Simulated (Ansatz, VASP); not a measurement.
# SnO in VASP and in Ansatz

INCAR

```
SYSTEM = SnO
  PREC = Accurate
  ENCUT = 520
  EDIFF = 1E-6
  ISMEAR = 0
  SIGMA = 0.05
  LREAL = .FALSE.
  LASPH = .TRUE.
  NELM = 60
  ALGO = Normal
  ISIF = 2
  LWAVE = .FALSE.
  LCHARG = .FALSE.
  LDIPOL = .TRUE.
  IDIPOL = 3
  DIPOL = 0.5 0.5 0.408
  GGA = PE
  IVDW = 12
  NBANDS = 50
```

File KPOINTS:

```
Automatic mesh
0
G
  7 7 1
  0 0 0
```

File POSCAR:

```
SnO
1.0
    3.8201630995      0.0000000000      0.0000000000
    0.0000000000      3.8201630995      0.0000000000
    0.0000000000      0.0000000000     22.2260821294
Sn O
4 4
Direct
    0.7500000000      0.2500000000      0.2024648327
    0.2500000000      0.7500000000      0.3087832136
    0.2500000000      0.7500000000      0.5067488278
   -0.2500000000      1.2500000000      0.6130672086
    0.2500000000      0.2500000000      0.2556240231
    0.7500000000      0.7500000000      0.2556240231
   -0.2500000000      0.7500000000      0.5599080182
    0.2500000000      1.2500000000      0.5599080182
```

Input for Ansatz:

```yaml
crystal:
  lattice:
    - [3.8201630995, 0.0, 0.0]
    - [0.0, 3.8201630995, 0.0]
    - [0.0, 0.0, 22.2260821294]
  atoms:
    - { symbol: Sn, position: [0.75, 0.25, 0.2024648327] }
    - { symbol: O, position: [0.25, 0.25, 0.2556240231] }
    - { symbol: O, position: [0.75, 0.75, 0.2556240231] }
    - { symbol: Sn, position: [0.25, 0.75, 0.3087832136] }
    - { symbol: Sn, position: [0.25, 0.75, 0.5067488278] }
    - { symbol: O, position: [-0.25, 0.75, 0.5599080182] }
    - { symbol: O, position: [0.25, 1.25, 0.5599080182] }
    - { symbol: Sn, position: [-0.25, 1.25, 0.6130672086] }
basis:
  ecutwfc: 420
kpoints:
  mp_grid: { grid: [7, 7, 1] }
hamiltonian:
  xc: pbe
  pseudopotentials: { kind: paw, azcp: { folder: soft_1 } }
  dispersion: d3bj
scf:
  occupations: { method: gaussian, width: 0.05 }
output:
  forces: true
  eigenvalues: true
  write_density: true
  write_potential: true
  elf: true
  volumetric_format: npy
efield:
  axis: 3
  dipole_correction: true
  ramp_width: 0.04
```

Alike in both runs: task single point; functional PBE; dispersion D3(BJ); k mesh 7 × 7 × 1; occupations gaussian, width 0.05 eV; no spin polarisation.

|  | VASP | Ansatz |
| --- | --- | --- |
| version | VASP 6.6.1 | Ansatz 0.2.0 |
| potentials or method | VASP PAW PBE potentials, release 64 (Sn_d, O), cutoff 520 eV | scalar-relativistic, plane waves, PAW |
| valence electrons in the cell | 80 | 80 |

|  | VASP | Ansatz | Ansatz less VASP |
| --- | --- | --- | --- |
| gap on the k mesh at the Fermi level (eV) | 2.55 | 2.56 | +0.008 |
| least direct gap on the mesh (eV) | 2.59 | 2.63 | +0.042 |
| rms of the force components (eV/Å) | 0.033 | 0.008 | -0.0249 |

Ansatz's warnings: xc potential rough in thin density.
